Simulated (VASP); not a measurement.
# Ir: single point with PBEsol

Ir:

```
CELL_PARAMETERS angstrom
2.38670 0.00000 0.00000
-1.19335 2.06694 0.00000
0.00000 0.00000 3.89341
ATOMIC_POSITIONS crystal
Ir 0.33333 0.66667 0.25000
Ir 0.66667 0.33333 0.75000
```

This isn't the form of Ir at room conditions, which is fcc.

```yaml
Program: VASP 6.6.1
Task: single point
Functional: PBEsol
Potentials_or_basis: VASP PAW PBE potentials, release 64 (Ir_sv_GW)
Cutoff: 560 eV
k_mesh: 16 × 16 × 9
Occupations: fermi-dirac, width 0.08 eV
Spin: no spin polarisation
```

```
Pressure               : 373.3 GPa
Band gap on the k mesh : zero (bands 17 and 18 overlap by 6.00 eV)
```

Stress tensor (GPa, compression positive):
```
373.30   0.00   0.00
  0.00 373.30   0.00
  0.00   0.00 373.19
```

Levels at points of the mesh, in eV from the Fermi level:
| k point | band 13 | band 14 | band 15 | band 16 | band 17 | band 18 | band 19 | band 20 | band 21 | band 22 |
| --- | --- | --- | --- | --- | --- | --- | --- | --- | --- | --- |
| (0.00, 0.00, 0.00) | -7.02 | -5.80 | -5.80 | -4.27 | -4.27 | -1.43 | 0.36 | 0.36 | 10.95 | 11.82 |
| (0.50, 0.00, 0.00) | -6.19 | -5.18 | -5.16 | 1.56 | 1.98 | 2.36 | 5.22 | 7.10 | 11.36 | 11.63 |

Wall time 41 s on 1 thread of Intel(R) Xeon(R) Platinum 8488C (Sapphire Rapids), with other jobs on the host, peak memory 0.19 GiB.

Caveat: the cell stands under pressure; the PAW data sets were made with another functional, which shifts forces and pressure a little; spin-orbit coupling is left out, which moves the levels of the heavy elements.
